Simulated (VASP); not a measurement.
# Al in VASP: relaxation of the atoms with LDA

Aim: the relaxation of the atoms of Al with LDA.

Everything below comes from runs of VASP 6.6.1. Logs are shortened: lines on timing, memory, paths and dates and some standing lists are left out, and cuts for length are marked.

## (1) The cell of the first run

The cell holds a slab with vacuum, 5 atoms: a = 2.817 Å, b = 2.817 Å, c = 23.967 Å, α = 90.00°, β = 90.00°, γ = 90.00°.

## (2) Relaxation of the atoms, LDA

Contents of INCAR:

```
SYSTEM = Al
PREC = Accurate
ENCUT = 520
EDIFF = 1E-6
ISMEAR = -1
SIGMA = 0.08
LREAL = .False.
LASPH = .True.
NELM = 100
ALGO = Normal
ISIF = 2
LWAVE = .False.
LCHARG = .False.
LDIPOL = .True.
IDIPOL = 3
DIPOL = 0.5 0.5 0.500
IBRION = 2
NSW = 32
EDIFFG = -0.01
```

Contents of KPOINTS:

```
Automatic mesh
0
Gamma
  14 14 1
  0 0 0
```

Contents of POSCAR:

```
Al
1.0
    2.8168288156      0.0000000000      0.0000000000
    0.0000000000      2.8168288156      0.0000000000
    0.0000000000      0.0000000000     23.9672000000
Al
5
Direct
    0.0000000000      0.0000000000      0.3311100831
    0.5000000000      0.5000000000      0.4153402534
    0.0000000000      0.0000000000      0.4999999926
    0.5000000000      0.5000000000      0.5846597345
    0.0000000000      0.0000000000      0.6688899364
```

Potentials or basis: VASP PAW LDA potentials, release 64 (Al).

The run is started by

```bash
$ cat potpaw_LDA.64/Al/POTCAR > POTCAR
$ mpirun -np 1 vasp_std > vasp.out
```

OUTCAR:

```text
SYSTEM = Al
   PREC = Accurate
   ENCUT = 520
   EDIFF = 1E-6
   ISMEAR = -1
   LREAL = .False.
   LASPH = .True.
   NELM = 100
   ISIF = 2
   IBRION = 2
   NSW = 32
   EDIFFG = -0.01

 ion  position               nearest neighbor table
   1  0.000  0.000  0.331-   2 2.84   2 2.84   2 2.84   2 2.84
   2  0.500  0.500  0.415-   1 2.84   1 2.84   1 2.84   1 2.84   3 2.84   3 2.84   3 2.84   3 2.84

   3  0.000  0.000  0.500-   2 2.84   2 2.84   2 2.84   2 2.84   4 2.84   4 2.84   4 2.84   4 2.84

   4  0.500  0.500  0.585-   5 2.84   5 2.84   5 2.84   5 2.84   3 2.84   3 2.84   3 2.84   3 2.84

   5  0.000  0.000  0.669-   4 2.84   4 2.84   4 2.84   4 2.84

  LATTYP: Found a simple tetragonal cell.
 ALAT       =     2.8168288156
 C/A-ratio  =     8.5085752699

  Lattice vectors:

 A1 = (   2.8168288156,   0.0000000000,   0.0000000000)
 A2 = (   0.0000000000,   2.8168288156,   0.0000000000)
 A3 = (   0.0000000000,   0.0000000000,  23.9672000000)

Analysis of symmetry for initial positions (statically):
=====================================================================
 Subroutine PRICEL returns:
 Original cell was already a primitive cell.

 Routine SETGRP: Setting up the symmetry group for a
 simple tetragonal supercell.

 Subroutine GETGRP returns: Found 16 space group operations
 (whereof 16 operations were pure point group operations)
 out of a pool of 16 trial point group operations.

The static configuration has the point symmetry D_4h.

Analysis of symmetry for dynamics (positions and initial velocities):
=====================================================================
 Subroutine PRICEL returns:
 Original cell was already a primitive cell.

 Routine SETGRP: Setting up the symmetry group for a
 simple tetragonal supercell.

 Subroutine GETGRP returns: Found 16 space group operations
 (whereof 16 operations were pure point group operations)
 out of a pool of 16 trial point group operations.

The dynamic configuration has the point symmetry D_4h.

 Subroutine INISYM returns: Found 16 space group operations
 (whereof 16 operations are pure point group operations),
 and found     1 'primitive' translations

----------------------------------------------------------------------------------------

                                     Primitive cell

  volume of cell :     190.1683

  direct lattice vectors                    reciprocal lattice vectors
     2.816828816  0.000000000  0.000000000     0.355009149  0.000000000  0.000000000
     0.000000000  2.816828816  0.000000000     0.000000000  0.355009149  0.000000000
     0.000000000  0.000000000 23.967200000     0.000000000  0.000000000  0.041723689

  length of vectors
     2.816828816  2.816828816 23.967200000     0.355009149  0.355009149  0.041723689

  position of ions in fractional coordinates (direct lattice)
     0.000000000  0.000000000  0.331110083
     0.500000000  0.500000000  0.415340253
     0.000000000  0.000000000  0.499999993
     0.500000000  0.500000000  0.584659735
     0.000000000  0.000000000  0.668889936

  ion indices of the primitive-cell ions
   primitive index   ion index
                 1           1
                 2           2
                 3           3
                 4           4
                 5           5

----------------------------------------------------------------------------------------

 KPOINTS: Automatic mesh

Automatic generation of k-mesh.
 Grid dimensions read from file:
 generate k-points for:   14   14    1

 Generating k-lattice:

  Cartesian coordinates                     Fractional coordinates (reciprocal lattice)
     0.025357796  0.000000000  0.000000000     0.071428571  0.000000000  0.000000000
     0.000000000  0.025357796  0.000000000     0.000000000  0.071428571  0.000000000
     0.000000000  0.000000000  0.041723689     0.000000000  0.000000000  1.000000000

  Length of vectors
     0.025357796  0.025357796  0.041723689

  Shift w.r.t. Gamma in fractional coordinates (k-lattice)
     0.000000000  0.000000000  0.000000000

 Subroutine IBZKPT returns following result:
 ===========================================

 Found     36 irreducible k-points:

 Following reciprocal coordinates:
            Coordinates               Weight
  0.000000  0.000000  0.000000      1.000000
  0.071429  0.000000  0.000000      4.000000
  0.142857  0.000000  0.000000      4.000000
  0.214286  0.000000  0.000000      4.000000
  0.285714  0.000000  0.000000      4.000000
  0.357143  0.000000  0.000000      4.000000
[... 16 lines left out ...]
  0.285714  0.214286  0.000000      8.000000
  0.357143  0.214286  0.000000      8.000000
 [... further k-points ...]
   k-points           NKPTS =     36   k-points in BZ     NKDIM =     36   number of bands    NBANDS=     11
   number of dos      NEDOS =    301   number of ions     NIONS =      5
   total plane-waves  NPLWV = 103680
   dimension x,y,z NGX =    24 NGY =   24 NGZ =  180
   dimension x,y,z NGXF=    48 NGYF=   48 NGZF=  360
   ions per type =               5
   NGX,Y,Z   is equivalent  to a cutoff of  14.16, 14.16, 12.49 a.u.
   NGXF,Y,Z  is equivalent  to a cutoff of  28.33, 28.33, 24.97 a.u.
 SYSTEM =  Al
   PREC   = accura    normal or accurate (medium, high low for compatibility)
   ISTART =      0    job   : 0-new  1-cont  2-samecut
   ICHARG =      2    charge: 1-file 2-atom 10-const
   ISPIN  =      1    spin polarized calculation?
   LNONCOLLINEAR =      F non collinear calculations
   LSORBIT =      F    spin-orbit coupling
   LASPH  =      T    aspherical Exc in radial PAW
   ENCUT  =  520.0 eV  38.22 Ry    6.18 a.u.   5.24  5.24 44.56*2*pi/ulx,y,z
   NELM   =    100;   NELMIN=  2; NELMDL= -5     # of ELM steps
   EDIFF  = 0.1E-05   stopping-criterion for ELM
   LREAL  =      F    real-space projection
   EDIFFG = -.1E-01   stopping-criterion for IOM
   NSW    =     32    number of steps for IOM
   IBRION =      2    ionic relax: 0-MD 1-quasi-New 2-CG
   NFREE  =      1    steps in history (QN), initial steepest desc. (CG)
   ISIF   =      2    stress and relaxation
   ISYM   =      2    0-nonsym 1-usesym 2-fastsym
   POTIM  = 0.5000    time-step for ionic-motion
   TEBEG  =    0.0;   TEEND  =   0.0 temperature during run
   PSTRESS=    0.0 pullay stress
   NELECT =      15.0000    total number of electrons
   NUPDOWN=      -1.0000    fix difference up-down
   EMIN   =  10.00;   EMAX   =-10.00  energy-range for DOS
   EFERMI =   0.00;   METHOD = LEGACY
   ISMEAR =    -1;   SIGMA  =   0.08  broadening in eV -4-tet -1-fermi 0-gaus
   EFERMI_NEDOS =   21; number of points for ismear=-14 and -15
   IALGO  =     38    algorithm
   IMIX   =      4    mixing-type and parameters
     AMIX     =   0.40;   BMIX     =  1.00
     AMIX_MAG =   1.60;   BMIX_MAG =  1.00
  volume/ion in A,a.u.               =      38.03       256.66
  Fermi-wavevector in a.u.,A,eV,Ry     =   0.702090  1.326757  6.706716  0.492930
  Thomas-Fermi vector in A             =   1.786694
   LORBIT       =      0    0 simple, 1 ext, 2 COOP (PROOUT), +10 PAW based schemes
   GGA     = CA    functional components
   LHFCALC =     F    Hartree Fock is set to
   AEXX    =    0.0000 exact exchange contribution
   IVDW    =     0    specifies the selected vdW correction
   LEPSILON=     F    determine dielectric tensor
   LRPA    =     F    only Hartree local field effects (RPA)
 conjugate gradient relaxation of ions
 non-spin polarized calculation
  energy-cutoff  :      520.00
  volume of cell :      190.17
 maximum number of plane-waves:      5185
 NGX is ok and might be reduce to    24
   NGX = 11   NGY = 11   NGZ = 89

 dipolmoment           0.000000      0.000000     -0.000000 electrons x Angstroem

 number of electron      15.0000000 magnetization

 dipolmoment           0.000000      0.000000      0.000000 electrons x Angstroem

 Free energy of the ion-electron system (eV)
  ---------------------------------------------------
  ext. energy  EPLUGINS =         0.00000000
  ---------------------------------------------------
  free energy    TOTEN  =       -19.89857453 eV

  energy without entropy =      -19.84758697  energy(sigma->0) =      -19.87308075

 E-fermi :   0.8896     XC(G=0):  -5.2500

 val. band max:        0.8879145744   @ k =   0.4286   0.3571   0.0000
 cond. band min:       0.8953612069   @ k =   0.4286   0.2143   0.0000
 fundamental gap:      0.0074466325
 Fermi energy:         0.8896321551

 k-point     1 :       0.0000    0.0000    0.0000
  band No.  band energies     occupation
      1     -10.0653      2.00000
      2      -9.1407      2.00000
      3      -7.6489      2.00000
      4      -5.6653      2.00000
      5      -3.2078      2.00000
      6      -1.3305      2.00000
      7       1.7356      0.00005
      8       3.8727      0.00000
      9       4.9480      0.00000
     10       5.9804      0.00000
     11       5.9992      0.00000

 k-point     2 :       0.0714    0.0000    0.0000
  band No.  band energies     occupation
      1      -9.9706      2.00000
      2      -9.0465      2.00000
      3      -7.5555      2.00000
      4      -5.5729      2.00000
      5      -3.1157      2.00000
      6      -1.2426      2.00000
      7       1.8223      0.00002
      8       3.9604      0.00000
      9       4.9256      0.00000
     10       5.0535      0.00000
     11       5.7554      0.00000
[... 295 lines left out ...]
 k-point    24 :       0.3571    0.2143    0.0000
  band No.  band energies     occupation
      1      -6.8814      2.00000
      2      -5.9752      2.00000
      3      -4.5112      2.00000
      4      -2.5621      2.00000
      5      -1.8309      2.00000
      6      -0.9455      2.00000
      7      -0.1403      1.99999
      8       0.4966      1.98541
      9       1.5975      0.00029
     10       2.4417      0.00000
     11       3.3599      0.00000

 [... further k-points ...]

------------------------ aborting loop because EDIFF is reached ----------------------------------------

 vacuum level on the upper side and lower side of the slab       (xc-potential included)        -0.128        -0.128

  FORCE on cell =-STRESS in cart. coord.  units (eV):
  Direction    XX          YY          ZZ          XY          YZ          ZX
  --------------------------------------------------------------------------------------
  -------------------------------------------------------------------------------------
  Total       -2.1213949     -2.1213949      0.0252132      0.0000000      0.0000000      0.0000000
  in kB      -17.8728537    -17.8728537      0.2124227      0.0000000      0.0000000      0.0000000
  external PRESSURE =     -11.8444283 kB  Pullay stress =       0.0000000 kB

 VOLUME and BASIS-vectors are now :
 -----------------------------------------------------------------------------
  energy-cutoff  :      520.00
  volume of cell :      190.17
      direct lattice vectors                 reciprocal lattice vectors
     2.816828816  0.000000000  0.000000000     0.355009149  0.000000000  0.000000000
     0.000000000  2.816828816  0.000000000     0.000000000  0.355009149  0.000000000
     0.000000000  0.000000000 23.967200000     0.000000000  0.000000000  0.041723689

 POSITION                                       TOTAL-FORCE (eV/Angst)
 -----------------------------------------------------------------------------------
      0.00000      0.00000      7.93578         0.000000      0.000000     -0.005772
      1.40841      1.40841      9.95454         0.000000      0.000000      0.004466
      0.00000      0.00000     11.98360         0.000000      0.000000      0.000000
      1.40841      1.40841     14.01266        -0.000000     -0.000000     -0.004466
      0.00000      0.00000     16.03142        -0.000000     -0.000000      0.005772
 -----------------------------------------------------------------------------------
    total drift:                               -0.000000      0.000000      0.000000

  FREE ENERGIE OF THE ION-ELECTRON SYSTEM (eV)
  ---------------------------------------------------
  free  energy   TOTEN  =       -19.8985745280 eV

  energy  without entropy=      -19.8475869694  energy(sigma->0) =      -19.87308075

 reached required accuracy - stopping structural energy minimisation

 vacuum level on the upper side and lower side of the slab         5.238         5.238
```

Run time: 2.2 min. Hardware: 1 thread of Intel Xeon 8259CL, shared host; peak memory 0.26 GiB.

What came out:

```yaml
Free_energy: -19.8986 eV
Largest_force_after_relaxing: 0.006 eV/Å
Band_gap_on_the_k_mesh: zero (an odd number of electrons rules out a gap without spin polarisation)
```

Forces on the atoms (eV/Å):
```
Al   0.000  0.000 -0.006
Al   0.000  0.000  0.004
Al   0.000  0.000  0.000
Al   0.000  0.000 -0.004
Al   0.000  0.000  0.006
```

Final structure:
```cif
data_structure
_symmetry_space_group_name_H-M 'P 1'
_symmetry_Int_Tables_number 1
_cell_length_a 2.8168
_cell_length_b 2.8168
_cell_length_c 23.9672
_cell_angle_alpha 90.000
_cell_angle_beta 90.000
_cell_angle_gamma 90.000
_cell_volume 190.17
loop_
_atom_site_label
_atom_site_type_symbol
_atom_site_fract_x
_atom_site_fract_y
_atom_site_fract_z
_atom_site_occupancy
Al1 Al 0.00000 0.00000 0.33111 1
Al2 Al 0.50000 0.50000 0.41534 1
Al3 Al 0.00000 0.00000 0.50000 1
Al4 Al 0.50000 0.50000 0.58466 1
Al5 Al 0.00000 0.00000 0.66889 1
```

Caveat: the relaxation stopped at its first step, so nothing moved.
